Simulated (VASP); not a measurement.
Crystal: Al.

```
Al
1.0
     4.76433    0.00000    0.00000
    -2.38216    4.12603    0.00000
     0.00000    0.00000    2.92074
Al
3
Direct
  0.00000 0.00000 0.00000
  0.33333 0.66667 0.50000
  0.66667 0.33333 0.50000
```

```yaml
Program: VASP 6.6.1
Task: relaxation of cell and atoms
Functional: r2SCAN
Potentials_or_basis: VASP PAW PBE potentials, release 64 (Al)
Cutoff: 600 eV
k_mesh: 6 × 6 × 6
Occupations: gaussian, width 0.1 eV
Spin: no spin polarisation
```

At the start: pressure -9.1 GPa; volume 19.14 Å³/atom.

Q: How do energy, volume and symmetry change on relaxing?

A: Over 6 steps the energy falls by 88.8 meV/atom and the volume is 16.47 Å³/atom (-13.9 %); space group P6/mmm (No. 191, to 0.05 Å).

Step by step:
```tsv
step	energy change (eV)	largest force (eV/Å)	pressure (GPa)	volume (Å³)
1	0.0000	0.0000	-9.10	57.42
2	-0.2614	0.0000	0.95	48.85
3	-0.2631	0.0000	-0.02	49.40
4	-0.2630	0.0000	-0.27	49.55
5	-0.2662	0.0000	-0.15	49.38
6	-0.2665	0.0000	-0.19	49.42
```

Final structure:
```xyz
3
Lattice="4.5413 0.0000 0.0000 -2.2707 3.9329 0.0000 0.0000 0.0000 2.7669" Properties=species:S:1:pos:R:3 pbc="T T T"
Al    0.0000    0.0000    0.0000
Al    0.0000    2.6219    1.3835
Al    2.2707    1.3110    1.3835
```

Caveat: the PAW data sets were made with another functional, which shifts forces and pressure a little.
